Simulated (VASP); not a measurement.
# AlNi (C2/m) in VASP: notebook

AlNi is run at these levels: LDA, PBEsol; tasks: single point.

All numbers are computed with VASP 6.6.1; they aren't measurements. Logs are shortened: lines on timing, memory, paths and dates and some standing lists are left out, and cuts for length are marked.

**1. The cell of the first run**

It takes space group C2/m (No. 12, monoclinic). The conventional cell has a = 4.507 Å, b = 2.732 Å, c = 4.027 Å, α = 90.00°, β = 109.27°, γ = 90.00°. Ni (site symmetry 2/m) has 6 Al at 2.43 to 2.48 Å and 6 Ni at 2.64 to 2.73 Å within 3.2 Å. Within 3.2 Å of Al (site symmetry 2/m) lie 6 Ni at 2.43 to 2.48 Å and 6 Al at 2.64 to 2.73 Å.

**2. Single point, LDA, collinear spin, ferromagnetic start**

The input, INCAR:

```
PREC = Accurate ; ENCUT = 520
EDIFF = 1E-6 ; ISMEAR = -1
SIGMA = 0.05 ; LREAL = False
LASPH = True ; NELM = 150
ALGO = Normal ; ISIF = 2
LWAVE = False ; LCHARG = True
ISPIN = 2 ; MAGMOM = 1 0
LORBIT = 11 ; LMAXMIX = 4
LELF = True ; LVHAR = True
NBANDS = 18
```

The input, KPOINTS:

```
regular mesh
0
Gamma
  11 11 7
```

The input, POSCAR:

```
AlNi
1.0
    2.2537151482     -1.3662091541      0.0000000000
    2.2537151482      1.3662091541      0.0000000000
   -1.3287605568      0.0000000000      3.8016149950
Ni Al
1 1
Direct
    0.5000000000      0.5000000000      0.5000000000
    0.0000000000      0.0000000000      0.0000000000
```

Potentials or basis: VASP PAW LDA potentials, release 64 (Ni, Al).

Run with:

```sh
cat potpaw_LDA.64/Ni/POTCAR potpaw_LDA.64/Al/POTCAR > POTCAR
mpirun -np 1 vasp_std > vasp.out
```

OUTCAR:

```text
PREC = Accurate
   ENCUT = 520
   EDIFF = 1E-6
   ISMEAR = -1
   LREAL = False
   LASPH = True
   NELM = 150
   ISIF = 2
   ISPIN = 2
   LORBIT = 11

 ion  position               nearest neighbor table
   1  0.500  0.500  0.500-   2 2.43   2 2.43   2 2.43   2 2.43   2 2.48   2 2.48
   2  0.000  0.000  0.000-   1 2.43   1 2.43   1 2.43   1 2.43   1 2.48   1 2.48

  LATTYP: Found a base centered monoclinic cell.
 ALAT       =     4.5074302964
 B/A-ratio  =     0.6062031199
 C/A-ratio  =     0.8934454424
 COS(beta)  =    -0.3299511685

  Lattice vectors:

 A1 = (   2.2537151482,  -1.3662091541,   0.0000000000)
 A2 = (   2.2537151482,   1.3662091541,   0.0000000000)
 A3 = (  -1.3287605568,   0.0000000000,   3.8016149950)

Analysis of symmetry for initial positions (statically):
=====================================================================
 Subroutine PRICEL returns:
 Original cell was already a primitive cell.

 Routine SETGRP: Setting up the symmetry group for a
 base centered monoclinic supercell.

 Subroutine GETGRP returns: Found  4 space group operations
 (whereof  4 operations were pure point group operations)
 out of a pool of  4 trial point group operations.

The static configuration has the point symmetry C_2h.

Analysis of symmetry for dynamics (positions and initial velocities):
=====================================================================
 Subroutine PRICEL returns:
 Original cell was already a primitive cell.

 Routine SETGRP: Setting up the symmetry group for a
 base centered monoclinic supercell.

 Subroutine GETGRP returns: Found  4 space group operations
 (whereof  4 operations were pure point group operations)
 out of a pool of  4 trial point group operations.

The dynamic configuration has the point symmetry C_2h.

Analysis of structural, dynamic, and magnetic symmetry:
=====================================================================
 Subroutine PRICEL returns:
 Original cell was already a primitive cell.

 Routine SETGRP: Setting up the symmetry group for a
 base centered monoclinic supercell.

 Subroutine GETGRP returns: Found  4 space group operations
 (whereof  4 operations were pure point group operations)
 out of a pool of  4 trial point group operations.

The overall configuration has the point symmetry C_2h.

 Subroutine INISYM returns: Found  4 space group operations
 (whereof  4 operations are pure point group operations),
 and found     1 'primitive' translations

----------------------------------------------------------------------------------------

                                     Primitive cell

  volume of cell :      23.4107

  direct lattice vectors                    reciprocal lattice vectors
     2.253715148 -1.366209154  0.000000000     0.221855899 -0.365976175  0.077544246
     2.253715148  1.366209154  0.000000000     0.221855899  0.365976175  0.077544246
    -1.328760557  0.000000000  3.801614995     0.000000000  0.000000000  0.263046100

  length of vectors
     2.635480871  2.635480871  4.027143055     0.434938743  0.434938743  0.263046100

  position of ions in fractional coordinates (direct lattice)
     0.500000000  0.500000000  0.500000000
     0.000000000  0.000000000  0.000000000

  ion indices of the primitive-cell ions
   primitive index   ion index
                 1           1
                 2           2

----------------------------------------------------------------------------------------

 KPOINTS: regular mesh

Automatic generation of k-mesh.
 Grid dimensions read from file:
 generate k-points for:   11   11    7

 Generating k-lattice:

  Cartesian coordinates                     Fractional coordinates (reciprocal lattice)
     0.020168718 -0.033270561  0.007049477     0.090909091 -0.000000000  0.000000000
     0.020168718  0.033270561  0.007049477    -0.000000000  0.090909091  0.000000000
     0.000000000  0.000000000  0.037578014     0.000000000  0.000000000  0.142857143

  Length of vectors
     0.039539886  0.039539886  0.037578014

  Shift w.r.t. Gamma in fractional coordinates (k-lattice)
     0.000000000  0.000000000  0.000000000

 Subroutine IBZKPT returns following result:
 ===========================================

 Found    234 irreducible k-points:

 Following reciprocal coordinates:
            Coordinates               Weight
  0.000000  0.000000  0.000000      1.000000
  0.090909  0.000000  0.000000      4.000000
  0.181818 -0.000000  0.000000      4.000000
  0.272727 -0.000000 -0.000000      4.000000
  0.363636 -0.000000 -0.000000      4.000000
  0.454545  0.000000  0.000000      4.000000
[... 16 lines left out ...]
 -0.272727  0.181818  0.000000      4.000000
 -0.181818  0.181818  0.000000      2.000000
 [... further k-points ...]
   k-points           NKPTS =    234   k-points in BZ     NKDIM =    234   number of bands    NBANDS=     18
   number of dos      NEDOS =    301   number of ions     NIONS =      2
   total plane-waves  NPLWV =  12000
   dimension x,y,z NGX =    20 NGY =   20 NGZ =   30
   dimension x,y,z NGXF=    40 NGYF=   40 NGZF=   60
   ions per type =               1   1
   NGX,Y,Z   is equivalent  to a cutoff of  12.62, 12.62, 12.38 a.u.
   NGXF,Y,Z  is equivalent  to a cutoff of  25.23, 25.23, 24.77 a.u.
 SYSTEM =  unknown system
   PREC   = accura    normal or accurate (medium, high low for compatibility)
   ISTART =      0    job   : 0-new  1-cont  2-samecut
   ICHARG =      2    charge: 1-file 2-atom 10-const
   ISPIN  =      2    spin polarized calculation?
   LNONCOLLINEAR =      F non collinear calculations
   LSORBIT =      F    spin-orbit coupling
   LASPH  =      T    aspherical Exc in radial PAW
   ENCUT  =  520.0 eV  38.22 Ry    6.18 a.u.   4.90  4.90  7.49*2*pi/ulx,y,z
   NELM   =    150;   NELMIN=  2; NELMDL= -5     # of ELM steps
   EDIFF  = 0.1E-05   stopping-criterion for ELM
   LREAL  =      F    real-space projection
   EDIFFG = 0.1E-04   stopping-criterion for IOM
   NSW    =      0    number of steps for IOM
   IBRION =     -1    ionic relax: 0-MD 1-quasi-New 2-CG
   NFREE  =      0    steps in history (QN), initial steepest desc. (CG)
   ISIF   =      2    stress and relaxation
   ISYM   =      2    0-nonsym 1-usesym 2-fastsym
   POTIM  = 0.5000    time-step for ionic-motion
   TEBEG  =    0.0;   TEEND  =   0.0 temperature during run
   PSTRESS=    0.0 pullay stress
   NELECT =      13.0000    total number of electrons
   NUPDOWN=      -1.0000    fix difference up-down
   EMIN   =  10.00;   EMAX   =-10.00  energy-range for DOS
[... 5 lines left out ...]
     AMIX     =   0.40;   BMIX     =  1.00
     AMIX_MAG =   1.60;   BMIX_MAG =  1.00
  volume/ion in A,a.u.               =      11.71        78.99
  Fermi-wavevector in a.u.,A,eV,Ry     =   1.345606  2.542826 24.635455  1.810655
  Thomas-Fermi vector in A             =   2.473505
   LORBIT       =     11    0 simple, 1 ext, 2 COOP (PROOUT), +10 PAW based schemes
   GGA     = CA    functional components
   LHFCALC =     F    Hartree Fock is set to
   AEXX    =    0.0000 exact exchange contribution
   IVDW    =     0    specifies the selected vdW correction
   LEPSILON=     F    determine dielectric tensor
   LRPA    =     F    only Hartree local field effects (RPA)
 spin polarized calculation
  energy-cutoff  :      520.00
  volume of cell :       23.41
 maximum number of plane-waves:       643
   NGX =  9   NGY =  9   NGZ = 15

 number of electron      13.0000000 magnetization      -0.0022570

 number of electron      13.0000000 magnetization       0.0006916

 Free energy of the ion-electron system (eV)
  ---------------------------------------------------
  ext. energy  EPLUGINS =         0.00000000
  ---------------------------------------------------
  free energy    TOTEN  =       -11.64088506 eV

  energy without entropy =      -11.63387626  energy(sigma->0) =      -11.63738066

 E-fermi :   9.8758     XC(G=0): -12.4000

 val. band max:        9.8565244023   @ k =   0.4545   0.1818   0.4286
 cond. band min:       9.8950138235   @ k =   0.3636   0.2727   0.0000
 fundamental gap:      0.0384894212
 Fermi energy:         9.8758362052

 spin component 1

 k-point     1 :       0.0000    0.0000    0.0000
  band No.  band energies     occupation
      1      -1.3710      1.00000
      2       5.9422      1.00000
      3       7.8305      1.00000
      4       8.1209      1.00000
      5       8.1643      1.00000
      6       8.3714      1.00000
[... 10 lines left out ...]
     17      30.6298      0.00000
     18      31.5443      0.00000

 k-point     2 :       0.0909    0.0000    0.0000
  band No.  band energies     occupation
      1      -1.1370      1.00000
      2       6.0562      1.00000
      3       7.5526      1.00000
      4       7.8281      1.00000
      5       8.2117      1.00000
      6       8.4588      1.00000
[... 10 lines left out ...]
     17      31.8251      0.00000
     18      33.4635      0.00000
[... 442 lines left out ...]
 k-point    24 :      -0.1818    0.1818    0.0000
  band No.  band energies     occupation
      1       1.1963      1.00000
      2       6.6597      1.00000
      3       7.0064      1.00000
      4       7.2858      1.00000
      5       8.0436      1.00000
      6       9.0099      1.00000
[... 10 lines left out ...]
     17      34.8295      0.00000
     18      35.6125      0.00000

 [... further k-points ...]

 spin component 2

 k-point     1 :       0.0000    0.0000    0.0000
  band No.  band energies     occupation
      1      -1.3711      1.00000
      2       5.9426      1.00000
      3       7.8313      1.00000
      4       8.1208      1.00000
      5       8.1650      1.00000
      6       8.3720      1.00000
[... 10 lines left out ...]
     17      30.6298      0.00000
     18      31.5444      0.00000

 k-point     2 :       0.0909    0.0000    0.0000
  band No.  band energies     occupation
      1      -1.1371      1.00000
      2       6.0566      1.00000
      3       7.5529      1.00000
      4       7.8288      1.00000
      5       8.2125      1.00000
      6       8.4593      1.00000
[... 10 lines left out ...]
     17      31.8250      0.00000
     18      33.4636      0.00000
[... 442 lines left out ...]
 k-point    24 :      -0.1818    0.1818    0.0000
  band No.  band energies     occupation
      1       1.1963      1.00000
      2       6.6601      1.00000
      3       7.0069      1.00000
      4       7.2865      1.00000
      5       8.0441      1.00000
      6       9.0107      1.00000
[... 10 lines left out ...]
     17      34.8295      0.00000
     18      35.6125      0.00000

 [... further k-points ...]
[... 5 lines left out ...]
  --------------------------------------------------------------------------------------
  -------------------------------------------------------------------------------------
  Total        0.4831180      0.1613461      0.2790724      0.0000000      0.0000000     -0.1055094
  in kB       33.0635460     11.0421744     19.0991067      0.0000000      0.0000000     -7.2208379
  external PRESSURE =      21.0682757 kB  Pullay stress =       0.0000000 kB

 VOLUME and BASIS-vectors are now :
 -----------------------------------------------------------------------------
  energy-cutoff  :      520.00
  volume of cell :       23.41
      direct lattice vectors                 reciprocal lattice vectors
     2.253715148 -1.366209154  0.000000000     0.221855899 -0.365976175  0.077544246
     2.253715148  1.366209154  0.000000000     0.221855899  0.365976175  0.077544246
    -1.328760557  0.000000000  3.801614995     0.000000000  0.000000000  0.263046100

 POSITION                                       TOTAL-FORCE (eV/Angst)
 -----------------------------------------------------------------------------------
      1.58933      0.00000      1.90081        -0.000000      0.000000      0.000000
      0.00000      0.00000      0.00000         0.000000     -0.000000      0.000000
 -----------------------------------------------------------------------------------
    total drift:                                0.000000      0.000000      0.000000

  FREE ENERGIE OF THE ION-ELECTRON SYSTEM (eV)
  ---------------------------------------------------
  free  energy   TOTEN  =       -11.6408850554 eV

  energy  without entropy=      -11.6338762583  energy(sigma->0) =      -11.63738066

 total charge

# of ion       s       p       d       tot
------------------------------------------
    1        0.483   0.533   8.467   9.483
    2        0.426   0.444   0.000   0.869
--------------------------------------------------
tot          0.909   0.977   8.467  10.353

 magnetization (x)

# of ion       s       p       d       tot
------------------------------------------
    1       -0.000  -0.000   0.000   0.000
    2       -0.000  -0.000   0.000  -0.000
--------------------------------------------------
tot         -0.000  -0.000   0.000   0.000
```

Run time: 2.1 min. Hardware: 1 thread of Intel Xeon 6975P-C, shared host; peak memory 0.25 GiB.

What came out:

```
Free energy                                           : -11.6409 eV
Pressure                                              : 2.1 GPa
Net moment                                            : 0.00 μB per cell
Valence electrons inside the program's atomic spheres : Ni 9.48; Al 0.87
```

Levels at points of the mesh, in eV from the Fermi level:
Spin up:
```tsv
k point	band 4	band 5	band 6	band 7	band 8	band 9	band 10	band 11
(0.00, 0.00, 0.00)	-1.75	-1.71	-1.50	-1.36	2.91	13.98	14.52	15.48
```
Spin down:
| k point | band 5 | band 6 | band 7 | band 8 | band 9 | band 10 |
| --- | --- | --- | --- | --- | --- | --- |
| (0.00, 0.00, 0.00) | -1.71 | -1.50 | -1.36 | 2.91 | 13.98 | 14.52 |

**3. Single point, PBEsol, collinear spin, ferromagnetic start**

The input, INCAR:

```
SYSTEM = AlNi
ALGO = Fast
EDIFF = 1E-6
ENCUT = 520
GGA = PS
ISIF = 2
ISMEAR = -1
ISPIN = 2
LASPH = .True.
LCHARG = .False.
LMAXMIX = 4
LORBIT = 11
LREAL = .False.
LWAVE = .False.
MAGMOM = 1 0
NBANDS = 18
NELM = 150
PREC = Accurate
SIGMA = 0.05
```

The input, KPOINTS:

```
k-points
0
Gamma
  11 11 7
  0 0 0
```

POSCAR is that of step 2.

Potentials or basis: VASP PAW PBE potentials, release 64 (Ni, Al).

Run with:

```sh
cat potpaw_PBE.64/Ni/POTCAR potpaw_PBE.64/Al/POTCAR > POTCAR
mpirun -np 1 vasp_std > vasp.out
```

Wall time 3.4 min (1 thread of Intel Xeon 6975P-C, shared host); peak memory 0.26 GiB.

It converged, with:

```yaml
Free_energy: -11.0305 eV
Pressure: 7.3 GPa
Net_moment: 0.00 μB per cell
Valence_electrons_inside_the_program's_atomic_spheres: Ni 9.47; Al 0.86
```

Stress tensor (GPa, compression positive):
```
 7.83  0.00 -0.67
 0.00  5.59  0.00
-0.67  0.00  8.37
```

Levels at points of the mesh, in eV from the Fermi level:
Spin up:
| k point | band 3 | band 4 | band 5 | band 6 | band 7 | band 8 | band 9 | band 10 | band 11 | band 12 |
| --- | --- | --- | --- | --- | --- | --- | --- | --- | --- | --- |
| (0.00, 0.00, 0.00) | -2.02 | -1.79 | -1.69 | -1.48 | -1.34 | 2.92 | 14.00 | 14.69 | 15.59 | 15.61 |
Spin down:
```
           k point  band 3  band 4  band 5  band 6  band 7  band 8  band 9  band 10  band 11  band 12
(0.00, 0.00, 0.00)   -2.02   -1.79   -1.69   -1.48   -1.34    2.92   14.00    14.69    15.59    15.61
```

Caveat: the PAW data sets were made with another functional, which shifts forces and pressure a little.
